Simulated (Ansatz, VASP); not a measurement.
Two plane-wave programs on ZnIr3C4

The input INCAR:

```
SYSTEM = ZnIr3C4
PREC = Accurate
ENCUT = 600
EDIFF = 1E-6
ISMEAR = 0
SIGMA = 0.1
LREAL = .FALSE.
LASPH = .TRUE.
NELM = 60
ALGO = Normal
ISIF = 3
LWAVE = .FALSE.
LCHARG = .FALSE.
GGA = PE
IBRION = 2
NSW = 100
EDIFFG = -0.01
```

KPOINTS

```
regular mesh
0
G
  8 8 8
  0 0 0
```

File POSCAR:

```
ZnIr3C4
1.0
    4.3799891668      0.0000000000      0.0000000000
    0.0000000000      4.3799891668      0.0000000000
    0.0000000000      0.0000000000      4.3799891668
Zn Ir C
1 3 4
Direct
    0.5000000000      0.5000000000      0.5000000000
    0.5000000000      0.0000000000      0.0000000000
    0.0000000000      0.5000000000      0.0000000000
    0.0000000000      0.0000000000      0.5000000000
    0.0000000000      0.5000000000      0.5000000000
    0.5000000000      0.0000000000      0.5000000000
    0.5000000000      0.5000000000      0.0000000000
    0.0000000000      0.0000000000      0.0000000000
```

Input for Ansatz:

```yaml
crystal:
  lattice:
    - [4.3799891668, 0.0, 0.0]
    - [0.0, 4.3799891668, 0.0]
    - [0.0, 0.0, 4.3799891668]
  atoms:
    - { symbol: Zn, position: [0.5, 0.5, 0.5] }
    - { symbol: Ir, position: [0.5, 0.0, 0.0] }
    - { symbol: Ir, position: [0.0, 0.5, 0.0] }
    - { symbol: Ir, position: [0.0, 0.0, 0.5] }
    - { symbol: C, position: [0.0, 0.5, 0.5] }
    - { symbol: C, position: [0.5, 0.0, 0.5] }
    - { symbol: C, position: [0.5, 0.5, 0.0] }
    - { symbol: C, position: [0.0, 0.0, 0.0] }
basis:
  ecutwfc: 420
kpoints:
  mp_grid: { grid: [8, 8, 8] }
hamiltonian:
  xc: pbe
scf:
  occupations: { method: gaussian, width: 0.1 }
output:
  forces: true
  stress: true
  eigenvalues: true
  write_density: true
  write_potential: true
  elf: true
  volumetric_format: npy
relax:
  adjacent_minimum: "off"
  f_tol: 0.01
  max_steps: 80
  cell: { stress_tol: 0.05 }
```

Alike in both runs: task relaxation of cell and atoms; functional PBE; k mesh 8 × 8 × 8; occupations gaussian, width 0.1 eV; no spin polarisation.

```csv
,VASP,Ansatz
version,VASP 6.6.1,Ansatz 0.2.0
potentials or method,"VASP PAW PBE potentials, release 64 (Zn, Ir, C), cutoff 600 eV","scalar-relativistic, plane waves, PAW"
valence electrons in the cell,55,79
```

|  | VASP | Ansatz | Ansatz less VASP |
| --- | --- | --- | --- |
| gap on the k mesh at the Fermi level, each at its own relaxed structure (eV) | none | none | - |
| relaxed volume (Å³/atom) | 10.57 | 10.52 | -0.050 |
| relaxed cell length with the largest relative difference (Å) | 4.389 | 4.382 | -0.0070 |

A gap of «none» marks a metal or a gap that the smearing closes. VASP's potentials hold 55 valence electrons a cell and Ansatz's 79, so a difference there can come from the potentials and not from the codes.

Spin-orbit coupling is off throughout.
